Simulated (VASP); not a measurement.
Wanted: the native input for a VASP 6.6.1 run.

| Item | Value |
| --- | --- |
| Task | single point |
| Functional | PBE |
| Potentials or basis | VASP PAW PBE potentials, release 64 (O) |
| Cutoff | 520 eV |
| k mesh | 11 × 11 × 11 |
| Occupations | methfessel-paxton, width 0.15 eV |
| Spin | no spin polarisation |
| Dipole correction | no |
| Further INCAR settings | ALGO = Normal; EDIFF = 1e-06; NBANDS = 13 |

The structure of O lies in POSCAR:

```
O
1.0
    1.4233490221      0.8217709410      3.4083000000
   -1.4233490221      0.8217709410      3.4083000000
    0.0000000000     -1.6435418821      3.4083000000
O
2
Direct
    0.0577000000      0.0577000000      0.0577000000
    0.9423000000      0.9423000000      0.9423000000
```

The input as run:

INCAR

```
SYSTEM = O
PREC = Accurate
ENCUT = 520
EDIFF = 1E-6
ISMEAR = 1
SIGMA = 0.15
LREAL = .FALSE.
LASPH = .TRUE.
NELM = 80
ALGO = Normal
ISIF = 2
LWAVE = .FALSE.
LCHARG = .FALSE.
GGA = PE
NBANDS = 13
```

KPOINTS

```
Automatic mesh
0
G
  11 11 11
  0 0 0
```

Potentials or basis: VASP PAW PBE potentials, release 64 (O).

Launch:

```bash
$ cat potpaw_PBE.64/O/POTCAR > POTCAR
$ mpirun -np 1 vasp_std > vasp.out
```

It gave:

The pressure is 9.4 GPa. The largest force is 4.287 eV/Å. The band gap on the k mesh is zero (band 6 reaches 1.23 eV, above the bottom of band 7 at 0.02 eV).

Caveat: the standard files for N, O and F lose accuracy on very short bonds; spin is off for a triplet molecule; forces of over 1 eV/Å act on the atoms, so gaps and moduli don't describe the material at rest.

Run time: 40 s on 1 thread of Intel(R) Xeon(R) Platinum 8488C (Sapphire Rapids), on a shared host, peak memory 0.16 GiB.
